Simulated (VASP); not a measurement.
# AgCl in VASP: notebook

The runs below take AgCl through electric field gradients, with PBE.

All numbers are computed with VASP 6.6.1; they aren't measurements. Logs are shortened: lines on timing, memory, paths and dates and some standing lists are left out, and cuts for length are marked.

**1. The cell of the first run**

The structure is tetragonal, space group I4/mmm (No. 139). The conventional cell has a = 4.000 Å, b = 4.000 Å, c = 5.546 Å, α = 90.00°, β = 90.00°, γ = 90.00°. Ag (site symmetry 4/mmm) has 6 Cl at 2.77 to 2.83 Å within 3.7 Å. Within 3.7 Å of Cl (site symmetry 4/mmm) lie 6 Ag at 2.77 to 2.83 Å.

**2. Electric field gradients, PBE (equal xx and yy strain of +2 %)**

File INCAR:

```
PREC = Accurate
ENCUT = 520
EDIFF = 1E-8
ISMEAR = -1
SIGMA = 0.02
LREAL = F
LASPH = T
NELM = 80
ALGO = Normal
ISIF = 2
LWAVE = F
LCHARG = F
GGA = PE
LEFG = T
NBANDS = 16
```

File KPOINTS:

```
regular mesh
0
Gamma
  8 8 8
```

File POSCAR:

```
AgCl
1.0
    0.0000000000      2.8286130000      2.7731500000
    2.8286130000      0.0000000000      2.7731500000
    2.8286130000      2.8286130000      0.0000000000
Ag Cl
1 1
Direct
    0.5000000000      0.5000000000      0.5000000000
    0.0000000000      0.0000000000      0.0000000000
```

Potentials or basis: VASP PAW PBE potentials, release 64 (Ag, Cl).

Command:

```console
> cat potpaw_PBE.64/Ag/POTCAR potpaw_PBE.64/Cl/POTCAR > POTCAR
> mpirun -np 1 vasp_std > vasp.out
```

OUTCAR:

```text
PREC = Accurate
   ENCUT = 520
   EDIFF = 1E-8
   ISMEAR = -1
   LREAL = F
   LASPH = T
   NELM = 80
   ISIF = 2
   GGA = PE

 ion  position               nearest neighbor table
   1  0.500  0.500  0.500-   2 2.77   2 2.77   2 2.83   2 2.83   2 2.83   2 2.83
   2  0.000  0.000  0.000-   1 2.77   1 2.77   1 2.83   1 2.83   1 2.83   1 2.83

  LATTYP: Found a body centered tetragonal cell.
 ALAT       =     4.0002628673
 C/A-ratio  =     1.3864838847

  Lattice vectors:

 A1 = (   0.0000000000,  -2.8286130000,  -2.7731500000)
 A2 = (   0.0000000000,   2.8286130000,  -2.7731500000)
 A3 = (   2.8286130000,   0.0000000000,   2.7731500000)

Analysis of symmetry for initial positions (statically):
=====================================================================
 Subroutine PRICEL returns:
 Original cell was already a primitive cell.

 Routine SETGRP: Setting up the symmetry group for a
 body centered tetragonal supercell.

 Subroutine GETGRP returns: Found 16 space group operations
 (whereof 16 operations were pure point group operations)
 out of a pool of 16 trial point group operations.

The static configuration has the point symmetry D_4h.

Analysis of symmetry for dynamics (positions and initial velocities):
=====================================================================
 Subroutine PRICEL returns:
 Original cell was already a primitive cell.

 Routine SETGRP: Setting up the symmetry group for a
 body centered tetragonal supercell.

 Subroutine GETGRP returns: Found 16 space group operations
 (whereof 16 operations were pure point group operations)
 out of a pool of 16 trial point group operations.

The dynamic configuration has the point symmetry D_4h.

 Subroutine INISYM returns: Found 16 space group operations
 (whereof 16 operations are pure point group operations),
 and found     1 'primitive' translations

----------------------------------------------------------------------------------------

                                     Primitive cell

  volume of cell :      44.3762

  direct lattice vectors                    reciprocal lattice vectors
     0.000000000  2.828613000  2.773150000    -0.176765079  0.176765079  0.180300380
     2.828613000  0.000000000  2.773150000     0.176765079 -0.176765079  0.180300380
     2.828613000  2.828613000  0.000000000     0.176765079  0.176765079 -0.180300380

  length of vectors
     3.961238749  3.961238749  4.000262867     0.308220722  0.308220722  0.308220722

  position of ions in fractional coordinates (direct lattice)
     0.500000000  0.500000000  0.500000000
     0.000000000  0.000000000  0.000000000

  ion indices of the primitive-cell ions
   primitive index   ion index
                 1           1
                 2           2

----------------------------------------------------------------------------------------

 KPOINTS: regular mesh

Automatic generation of k-mesh.
 Grid dimensions read from file:
 generate k-points for:    8    8    8

 Generating k-lattice:

  Cartesian coordinates                     Fractional coordinates (reciprocal lattice)
    -0.022095635  0.022095635  0.022537548     0.125000000 -0.000000000  0.000000000
     0.022095635 -0.022095635  0.022537548    -0.000000000  0.125000000  0.000000000
     0.022095635  0.022095635 -0.022537548     0.000000000  0.000000000  0.125000000

  Length of vectors
     0.038527590  0.038527590  0.038527590

  Shift w.r.t. Gamma in fractional coordinates (k-lattice)
     0.000000000  0.000000000  0.000000000

 Subroutine IBZKPT returns following result:
 ===========================================

 Found     59 irreducible k-points:

 Following reciprocal coordinates:
            Coordinates               Weight
  0.000000  0.000000  0.000000      1.000000
  0.125000  0.000000  0.000000      8.000000
  0.250000  0.000000  0.000000      8.000000
  0.375000  0.000000  0.000000      8.000000
  0.500000  0.000000  0.000000      4.000000
  0.125000  0.125000  0.000000      2.000000
[... 16 lines left out ...]
  0.250000  0.000000  0.125000     16.000000
  0.375000  0.000000  0.125000     16.000000
 [... further k-points ...]
   k-points           NKPTS =     59   k-points in BZ     NKDIM =     59   number of bands    NBANDS=     16
   number of dos      NEDOS =    301   number of ions     NIONS =      2
   total plane-waves  NPLWV =  27000
   dimension x,y,z NGX =    30 NGY =   30 NGZ =   30
   dimension x,y,z NGXF=    60 NGYF=   60 NGZF=   60
   ions per type =               1   1
   NGX,Y,Z   is equivalent  to a cutoff of  12.59, 12.59, 12.47 a.u.
   NGXF,Y,Z  is equivalent  to a cutoff of  25.18, 25.18, 24.94 a.u.
 SYSTEM =  unknown system
   PREC   = accura    normal or accurate (medium, high low for compatibility)
   ISTART =      0    job   : 0-new  1-cont  2-samecut
   ICHARG =      2    charge: 1-file 2-atom 10-const
   ISPIN  =      1    spin polarized calculation?
   LNONCOLLINEAR =      F non collinear calculations
   LSORBIT =      F    spin-orbit coupling
   LASPH  =      T    aspherical Exc in radial PAW
   ENCUT  =  520.0 eV  38.22 Ry    6.18 a.u.   7.37  7.37  7.44*2*pi/ulx,y,z
   NELM   =     80;   NELMIN=  2; NELMDL= -5     # of ELM steps
   EDIFF  = 0.1E-07   stopping-criterion for ELM
   LREAL  =      F    real-space projection
   EDIFFG = 0.1E-06   stopping-criterion for IOM
   NSW    =      0    number of steps for IOM
   IBRION =     -1    ionic relax: 0-MD 1-quasi-New 2-CG
   NFREE  =      0    steps in history (QN), initial steepest desc. (CG)
   ISIF   =      2    stress and relaxation
   ISYM   =      2    0-nonsym 1-usesym 2-fastsym
   POTIM  = 0.5000    time-step for ionic-motion
   TEBEG  =    0.0;   TEEND  =   0.0 temperature during run
   PSTRESS=    0.0 pullay stress
   NELECT =      18.0000    total number of electrons
   NUPDOWN=      -1.0000    fix difference up-down
   EMIN   =  10.00;   EMAX   =-10.00  energy-range for DOS
   EFERMI =   0.00;   METHOD = LEGACY
   ISMEAR =    -1;   SIGMA  =   0.02  broadening in eV -4-tet -1-fermi 0-gaus
   EFERMI_NEDOS =   21; number of points for ismear=-14 and -15
   IALGO  =     38    algorithm
   IMIX   =      4    mixing-type and parameters
     AMIX     =   0.40;   BMIX     =  1.00
     AMIX_MAG =   1.60;   BMIX_MAG =  1.00
  volume/ion in A,a.u.               =      22.19       149.73
  Fermi-wavevector in a.u.,A,eV,Ry     =   1.211850  2.290064 19.981249  1.468580
  Thomas-Fermi vector in A             =   2.347353
   LORBIT       =      0    0 simple, 1 ext, 2 COOP (PROOUT), +10 PAW based schemes
   GGA     = PE    functional components
   LHFCALC =     F    Hartree Fock is set to
   AEXX    =    0.0000 exact exchange contribution
   IVDW    =     0    specifies the selected vdW correction
   LEPSILON=     F    determine dielectric tensor
   LRPA    =     F    only Hartree local field effects (RPA)
 non-spin polarized calculation
  energy-cutoff  :      520.00
  volume of cell :       44.38
 maximum number of plane-waves:      1235
 NGX is ok and might be reduce to    30
   NGX = 15   NGY = 15   NGZ = 15

 number of electron      17.9999994 magnetization

 Free energy of the ion-electron system (eV)
  ---------------------------------------------------
  ext. energy  EPLUGINS =         0.00000000
  ---------------------------------------------------
  free energy    TOTEN  =        -5.40057458 eV

  energy without entropy =       -5.40057458  energy(sigma->0) =       -5.40057458

 E-fermi :   3.8465     XC(G=0):  -9.7580

 val. band max:        3.3832709207   @ k =   0.5000   0.0000   0.0000
 cond. band min:       4.2503846638   @ k =   0.0000   0.0000   0.0000
 fundamental gap:      0.8671137431
 Fermi energy:         3.8464675157

 k-point     1 :       0.0000    0.0000    0.0000
  band No.  band energies     occupation
      1     -11.5652      2.00000
      2       1.0229      2.00000
      3       1.0229      2.00000
      4       1.0658      2.00000
      5       1.0734      2.00000
      6       1.0782      2.00000
[... 8 lines left out ...]
     15      16.2622      0.00000
     16      16.2622      0.00000

 k-point     2 :       0.1250    0.0000    0.0000
  band No.  band energies     occupation
      1     -11.5115      2.00000
      2       0.3602      2.00000
      3       0.4254      2.00000
      4       0.4500      2.00000
      5       1.0772      2.00000
      6       1.0968      2.00000
[... 8 lines left out ...]
     15      15.3370      0.00000
     16      15.9923      0.00000

 k-point     3 :       0.2500    0.0000    0.0000
  band No.  band energies     occupation
      1     -11.3770      2.00000
      2      -0.5981      2.00000
      3      -0.1371      2.00000
      4      -0.0862      2.00000
      5       1.1966      2.00000
      6       1.2049      2.00000
[... 8 lines left out ...]
     15      15.5954      0.00000
     16      15.8429      0.00000

 k-point     4 :       0.3750    0.0000    0.0000
  band No.  band energies     occupation
      1     -11.2348      2.00000
      2      -1.3284      2.00000
      3      -0.4875      2.00000
      4      -0.4293      2.00000
      5       1.3166      2.00000
      6       1.3209      2.00000
[... 8 lines left out ...]
     15      16.4471      0.00000
     16      16.5082      0.00000

 k-point     5 :       0.5000    0.0000    0.0000
  band No.  band energies     occupation
      1     -11.1735      2.00000
      2      -1.5959      2.00000
      3      -0.6074      2.00000
      4      -0.5471      2.00000
      5       1.3639      2.00000
      6       1.3739      2.00000
[... 8 lines left out ...]
     15      16.9955      0.00000
     16      17.1346      0.00000

 k-point     6 :       0.1250    0.1250    0.0000
  band No.  band energies     occupation
      1     -11.4915      2.00000
      2      -0.1561      2.00000
      3       0.6789      2.00000
      4       0.6789      2.00000
      5       1.0205      2.00000
      6       1.1052      2.00000
[... 8 lines left out ...]
     15      17.0514      0.00000
     16      17.4516      0.00000
[... 267 lines left out ...]
 k-point    21 :       0.5000    0.5000    0.0000
  band No.  band energies     occupation
      1     -11.1428      2.00000
      2      -0.7261      2.00000
      3       0.4584      2.00000
      4       0.4584      2.00000
      5       0.7591      2.00000
      6       1.2644      2.00000
[... 8 lines left out ...]
     15      18.4762      0.00000
     16      18.4762      0.00000

 k-point    22 :       0.1250    0.0000    0.1250
  band No.  band energies     occupation
      1     -11.4976      2.00000
      2      -0.0496      2.00000
      3       0.6867      2.00000
      4       0.7476      2.00000
      5       0.9808      2.00000
      6       1.0985      2.00000
[... 8 lines left out ...]
     15      17.2598      0.00000
     16      17.3385      0.00000

 k-point    23 :       0.2500    0.0000    0.1250
  band No.  band energies     occupation
      1     -11.3962      2.00000
      2      -0.5814      2.00000
      3       0.1671      2.00000
      4       0.2623      2.00000
      5       1.0504      2.00000
      6       1.2197      2.00000
[... 8 lines left out ...]
     15      16.7150      0.00000
     16      17.2134      0.00000

 k-point    24 :       0.3750    0.0000    0.1250
  band No.  band energies     occupation
      1     -11.2610      2.00000
      2      -1.0846      2.00000
      3      -0.3750      2.00000
      4      -0.2167      2.00000
      5       1.1867      2.00000
      6       1.3393      2.00000
[... 8 lines left out ...]
     15      17.0432      0.00000
     16      17.1842      0.00000

 [... further k-points ...]

------------------------ aborting loop because EDIFF is reached ----------------------------------------

  FORCE on cell =-STRESS in cart. coord.  units (eV):
  Direction    XX          YY          ZZ          XY          YZ          ZX
  --------------------------------------------------------------------------------------
  -------------------------------------------------------------------------------------
  Total       -0.1029740     -0.1029740     -0.0276964      0.0000000      0.0000000      0.0000000
  in kB       -3.7178130     -3.7178130     -0.9999630      0.0000000      0.0000000      0.0000000
  external PRESSURE =      -2.8118630 kB  Pullay stress =       0.0000000 kB

 VOLUME and BASIS-vectors are now :
 -----------------------------------------------------------------------------
  energy-cutoff  :      520.00
  volume of cell :       44.38
      direct lattice vectors                 reciprocal lattice vectors
     0.000000000  2.828613000  2.773150000    -0.176765079  0.176765079  0.180300380
     2.828613000  0.000000000  2.773150000     0.176765079 -0.176765079  0.180300380
     2.828613000  2.828613000  0.000000000     0.176765079  0.176765079 -0.180300380

 POSITION                                       TOTAL-FORCE (eV/Angst)
 -----------------------------------------------------------------------------------
      2.82861      2.82861      2.77315         0.000000      0.000000      0.000000
      0.00000      0.00000      0.00000         0.000000      0.000000     -0.000000
 -----------------------------------------------------------------------------------
    total drift:                                0.000000      0.000000      0.000000

  FREE ENERGIE OF THE ION-ELECTRON SYSTEM (eV)
  ---------------------------------------------------
  free  energy   TOTEN  =        -5.4005745847 eV

  energy  without entropy=       -5.4005745847  energy(sigma->0) =       -5.40057458

 Electric field gradients (V/A^2)
---------------------------------------------------------------------
 ion       V_xx      V_yy      V_zz      V_xy      V_xz      V_yz
---------------------------------------------------------------------
   1       5.282     5.282   -10.565     0.000     0.001     0.001
   2      -5.003    -5.003    10.006     0.000    -0.000    -0.000
---------------------------------------------------------------------

 Electric field gradients after diagonalization (V/A^2)
 (convention: |V_zz| > |V_xx| > |V_yy|)
----------------------------------------------------------------------
 ion       V_xx      V_yy      V_zz     asymmetry (V_yy - V_xx)/ V_zz
----------------------------------------------------------------------
   1       5.283     5.282   -10.565       0.000
   2      -5.003    -5.003    10.006       0.000
----------------------------------------------------------------------

           NMR quadrupolar parameters

 Cq : quadrupolar parameter    Cq=e*Q*V_zz/h
 eta: asymmetry parameters     (V_yy - V_xx)/ V_zz
 Q  : nuclear electric quadrupole moment in mb (millibarn)
----------------------------------------------------------------------
 ion       Cq(MHz)       eta       Q (mb)
----------------------------------------------------------------------
   1      -0.026       0.000       1.000
   2       0.024       0.000       1.000
----------------------------------------------------------------------
```

Wall time 84 s (1 thread of Intel Xeon 8259CL, shared host); peak memory 0.19 GiB.

Results:

* Free energy: -5.4006 eV
* Pressure: -0.3 GPa
* Band gap on the k mesh: 0.87 eV (least direct gap 3.06 eV)
* Largest electric field gradient by atom: Ag -10.6; Cl +10.0 V/Å²

Electric field gradients, principal values (V/Å²):
```tsv
atom	least	middle	greatest (by size)
1 Ag	5.282	5.283	-10.565
2 Cl	-5.003	-5.003	10.006
```

Caveat: the cell differs from its parent crystal (equal xx and yy strain of +2 %); without QUAD_EFG the Cq values of the log hold for a quadrupole moment of 1 mb, not for the nuclei. A k mesh can miss the band edges.

[end of part 1 of 2]
